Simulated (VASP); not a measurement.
# Ge (P4_32_12) in VASP: single point with PBE

Aim: the single point of Ge with PBE.

Everything below comes from runs of VASP 6.6.1. Logs are shortened: lines on timing, memory, paths and dates and some standing lists are left out, and cuts for length are marked.

### Step 1. The cell of the first run

It takes space group P4_32_12 (No. 96, tetragonal). Conventional cell: a = 5.916 Å, b = 5.916 Å, c = 6.955 Å, α = 90.00°, β = 90.00°, γ = 90.00°. Ge (site symmetry 1) has 4 Ge at 2.48 to 2.51 Å within 3.3 Å. Within 3.3 Å of Ge (site symmetry 2) lie 4 Ge at 2.48 to 2.50 Å.

### Step 2. Single point, PBE

INCAR reads:

```
PREC = Accurate
ENCUT = 520
EDIFF = 1E-6
ISMEAR = -1
SIGMA = 0.05
LREAL = False
LASPH = True
NELM = 100
ALGO = Normal
ISIF = 2
LWAVE = False
LCHARG = False
GGA = PE
NBANDS = 96
```

KPOINTS reads:

```
regular mesh
0
Gamma
  6 6 5
```

POSCAR reads:

```
Ge
1.0
    5.9164000000      0.0000000000      0.0000000000
    0.0000000000      5.9164000000      0.0000000000
    0.0000000000      0.0000000000      6.9555000000
Ge
12
Direct
    0.1726918173      0.3686721509      0.2608678043
    0.1313278491      0.6726918173      0.0108678043
    0.8273081827      0.6313278491      0.7608678043
    0.8686721509      0.3273081827      0.5108678043
    0.6726918173      0.1313278491      0.9891321957
    0.6313278491      0.8273081827      0.2391321957
    0.3273081827      0.8686721509      0.4891321957
    0.3686721509      0.1726918173      0.7391321957
    0.0903459080      0.0903459080      0.0000000000
    0.4096540920      0.5903459080      0.7500000000
    0.9096540920      0.9096540920      0.5000000000
    0.5903459080      0.4096540920      0.2500000000
```

Potentials or basis: VASP PAW PBE potentials, release 64 (Ge_d).

Run with:

```console
$ cat potpaw_PBE.64/Ge_d/POTCAR > POTCAR
$ mpirun -np 1 vasp_std > vasp.out
```

OUTCAR:

```text
PREC = Accurate
   ENCUT = 520
   EDIFF = 1E-6
   ISMEAR = -1
   LREAL = False
   LASPH = True
   NELM = 100
   ISIF = 2
   GGA = PE

 ion  position               nearest neighbor table
   1  0.173  0.369  0.261-  12 2.48   9 2.50   2 2.51   4 2.51
   2  0.131  0.673  0.011-   9 2.48  10 2.50   1 2.51   3 2.51
   3  0.827  0.631  0.761-  10 2.48  11 2.50   2 2.51   4 2.51
   4  0.869  0.327  0.511-  11 2.48  12 2.50   1 2.51   3 2.51
   5  0.673  0.131  0.989-   9 2.48  12 2.50   6 2.51   8 2.51
   6  0.631  0.827  0.239-  12 2.48  11 2.50   5 2.51   7 2.51
   7  0.327  0.869  0.489-  11 2.48  10 2.50   6 2.51   8 2.51
   8  0.369  0.173  0.739-  10 2.48   9 2.50   5 2.51   7 2.51
   9  0.090  0.090  0.000-   2 2.48   5 2.48   1 2.50   8 2.50
  10  0.410  0.590  0.750-   3 2.48   8 2.48   7 2.50   2 2.50
  11  0.910  0.910  0.500-   4 2.48   7 2.48   6 2.50   3 2.50
  12  0.590  0.410  0.250-   1 2.48   6 2.48   5 2.50   4 2.50

  LATTYP: Found a simple tetragonal cell.
 ALAT       =     5.9164000000
 C/A-ratio  =     1.1756304509

  Lattice vectors:

 A1 = (   5.9164000000,   0.0000000000,   0.0000000000)
 A2 = (   0.0000000000,   5.9164000000,   0.0000000000)
 A3 = (   0.0000000000,   0.0000000000,   6.9555000000)

Analysis of symmetry for initial positions (statically):
=====================================================================
 Subroutine PRICEL returns:
 Original cell was already a primitive cell.

 Routine SETGRP: Setting up the symmetry group for a
 simple tetragonal supercell.

 Subroutine GETGRP returns: Found  8 space group operations
 (whereof  2 operations were pure point group operations)
 out of a pool of 16 trial point group operations.

The static configuration has the point symmetry C_2 .
 The point group associated with its full space group is D_4 .

Analysis of symmetry for dynamics (positions and initial velocities):
=====================================================================
 Subroutine PRICEL returns:
 Original cell was already a primitive cell.

 Routine SETGRP: Setting up the symmetry group for a
 simple tetragonal supercell.

 Subroutine GETGRP returns: Found  8 space group operations
 (whereof  2 operations were pure point group operations)
 out of a pool of 16 trial point group operations.

[... 129 lines left out ...]
   POTIM  = 0.5000    time-step for ionic-motion
   TEBEG  =    0.0;   TEEND  =   0.0 temperature during run
   PSTRESS=    0.0 pullay stress
   NELECT =     168.0000    total number of electrons
   NUPDOWN=      -1.0000    fix difference up-down
   EMIN   =  10.00;   EMAX   =-10.00  energy-range for DOS
   EFERMI =   0.00;   METHOD = LEGACY
   ISMEAR =    -1;   SIGMA  =   0.05  broadening in eV -4-tet -1-fermi 0-gaus
   EFERMI_NEDOS =   21; number of points for ismear=-14 and -15
   IALGO  =     38    algorithm
   IMIX   =      4    mixing-type and parameters
     AMIX     =   0.40;   BMIX     =  1.00
     AMIX_MAG =   1.60;   BMIX_MAG =  1.00
  volume/ion in A,a.u.               =      20.29       136.92
  Fermi-wavevector in a.u.,A,eV,Ry     =   1.446650  2.733772 28.474219  2.092796
  Thomas-Fermi vector in A             =   2.564694
   LORBIT       =      0    0 simple, 1 ext, 2 COOP (PROOUT), +10 PAW based schemes
   GGA     = PE    functional components
   LHFCALC =     F    Hartree Fock is set to
   AEXX    =    0.0000 exact exchange contribution
   IVDW    =     0    specifies the selected vdW correction
   LEPSILON=     F    determine dielectric tensor
   LRPA    =     F    only Hartree local field effects (RPA)
 non-spin polarized calculation
  energy-cutoff  :      520.00
  volume of cell :      243.47
 maximum number of plane-waves:      6592
 NGX is ok and might be reduce to    48
   NGX = 23   NGY = 23   NGZ = 25

 number of electron     167.9999953 magnetization

 Free energy of the ion-electron system (eV)
  ---------------------------------------------------
  ext. energy  EPLUGINS =         0.00000000
  ---------------------------------------------------
  free energy    TOTEN  =       -52.35491728 eV

  energy without entropy =      -52.35460457  energy(sigma->0) =      -52.35476093

 E-fermi :   5.7056     XC(G=0): -10.6993

 val. band max:        5.4369090367   @ k =   0.3333   0.3333   0.0000
 cond. band min:       5.9315630333   @ k =   0.3333   0.3333   0.0000
 fundamental gap:      0.4946539966
 Fermi energy:         5.7056045685

 k-point     1 :       0.0000    0.0000    0.0000
  band No.  band energies     occupation
      1     -18.9357      2.00000
      2     -18.9096      2.00000
      3     -18.9096      2.00000
      4     -18.8937      2.00000
      5     -18.8935      2.00000
      6     -18.8935      2.00000
[... 2365 lines left out ...]
     95      10.0571      0.00000
     96      10.0571      0.00000

 [... further k-points ...]

------------------------ aborting loop because EDIFF is reached ----------------------------------------

  FORCE on cell =-STRESS in cart. coord.  units (eV):
  Direction    XX          YY          ZZ          XY          YZ          ZX
  --------------------------------------------------------------------------------------
  -------------------------------------------------------------------------------------
  Total        5.5612386      5.5612386      4.6808342     -0.0000000      0.0000000     -0.0000000
  in kB       36.5964282     36.5964282     30.8028168     -0.0000000      0.0000000     -0.0000000
  external PRESSURE =      34.6652244 kB  Pullay stress =       0.0000000 kB

 VOLUME and BASIS-vectors are now :
 -----------------------------------------------------------------------------
  energy-cutoff  :      520.00
  volume of cell :      243.47
      direct lattice vectors                 reciprocal lattice vectors
     5.916400000  0.000000000  0.000000000     0.169021702  0.000000000  0.000000000
     0.000000000  5.916400000  0.000000000     0.000000000  0.169021702  0.000000000
     0.000000000  0.000000000  6.955500000     0.000000000  0.000000000  0.143771116

 POSITION                                       TOTAL-FORCE (eV/Angst)
 -----------------------------------------------------------------------------------
      1.02171      2.18121      1.81447         0.000956     -0.001482     -0.005064
      0.77699      3.97991      0.07559         0.001482      0.000956     -0.005064
      4.89469      3.73519      5.29222        -0.000956      0.001482     -0.005064
      5.13941      1.93649      3.55334        -0.001482     -0.000956     -0.005064
      3.97991      0.77699      6.87991         0.000956      0.001482      0.005064
      3.73519      4.89469      1.66328         0.001482     -0.000956      0.005064
      1.93649      5.13941      3.40216        -0.000956     -0.001482      0.005064
      2.18121      1.02171      5.14103        -0.001482      0.000956      0.005064
      0.53452      0.53452      0.00000         0.007064      0.007064      0.000000
      2.42368      3.49272      5.21662        -0.007064      0.007064      0.000000
      5.38188      5.38188      3.47775        -0.007064     -0.007064      0.000000
      3.49272      2.42368      1.73887         0.007064     -0.007064      0.000000
 -----------------------------------------------------------------------------------
    total drift:                               -0.000001      0.000001      0.000000

  FREE ENERGIE OF THE ION-ELECTRON SYSTEM (eV)
  ---------------------------------------------------
  free  energy   TOTEN  =       -52.3549172830 eV

  energy  without entropy=      -52.3546045727  energy(sigma->0) =      -52.35476093
```

OSZICAR:

```text
N       E                     dE             d eps       ncg     rms          rms(c)
DAV:   1     0.247428803458E+04    0.24743E+04   -0.71376E+04  6552   0.504E+03
DAV:   2     0.480104486317E+03   -0.19942E+04   -0.19485E+04  5760   0.128E+03
DAV:   3     0.166104482877E+02   -0.46349E+03   -0.45113E+03  5784   0.306E+02
DAV:   4    -0.490881730257E+02   -0.65699E+02   -0.63132E+02  6488   0.110E+02
DAV:   5    -0.526210617749E+02   -0.35329E+01   -0.34959E+01  6496   0.277E+01    0.726E+00
DAV:   6    -0.524543159903E+02    0.16675E+00   -0.92029E-01  8608   0.660E+00    0.405E+00
DAV:   7    -0.523485173540E+02    0.10580E+00   -0.38407E-01  6384   0.601E+00    0.481E-01
DAV:   8    -0.523532013595E+02   -0.46840E-02   -0.10360E-01  6464   0.638E+00    0.253E-01
DAV:   9    -0.523541154447E+02   -0.91409E-03   -0.17666E-02  7960   0.260E+00    0.150E-01
DAV:  10    -0.523548601253E+02   -0.74468E-03   -0.70106E-03  6224   0.891E-01    0.631E-02
DAV:  11    -0.523548916661E+02   -0.31541E-04   -0.89225E-04  6536   0.909E-01    0.214E-02
DAV:  12    -0.523549177155E+02   -0.26049E-04   -0.23746E-04  7208   0.100E-01    0.920E-03
DAV:  13    -0.523549172830E+02    0.43247E-06   -0.34568E-06  5168   0.631E-02
   1 F= -.52354917E+02 E0= -.52354761E+02  d E =-.312710E-03
```

stdout:

```text
POSCAR found type information on POSCAR Ge
 POSCAR found :  1 types and      12 ions
 scaLAPACK will be used
 LDA part: xc-table for (Slater+PW92), standard interpolation
 POSCAR, INCAR and KPOINTS ok, starting setup
 FFT: planning ... GRIDC
 FFT: planning ... GRID_SOFT
 FFT: planning ... GRID
 WAVECAR not read
 entering main loop
```

Run time: 18 min. Hardware: 1 thread of Oxide Virtual Turin-like, shared host; peak memory 0.57 GiB.

Results:

* Free energy: -52.3549 eV
* Pressure: 3.5 GPa
* Largest force: 0.010 eV/Å
* Band gap on the k mesh: 0.49 eV

Forces on the atoms (eV/Å):
```
Ge   0.001 -0.001 -0.005
Ge   0.001  0.001 -0.005
Ge  -0.001  0.001 -0.005
Ge  -0.001 -0.001 -0.005
Ge   0.001  0.001  0.005
Ge   0.001 -0.001  0.005
Ge  -0.001 -0.001  0.005
Ge  -0.001  0.001  0.005
Ge   0.007  0.007  0.000
Ge  -0.007  0.007  0.000
Ge  -0.007 -0.007  0.000
Ge   0.007 -0.007  0.000
```

Caveat: the cell stands under pressure; an odd mesh through Γ misses points on the zone boundary, where band edges can lie.
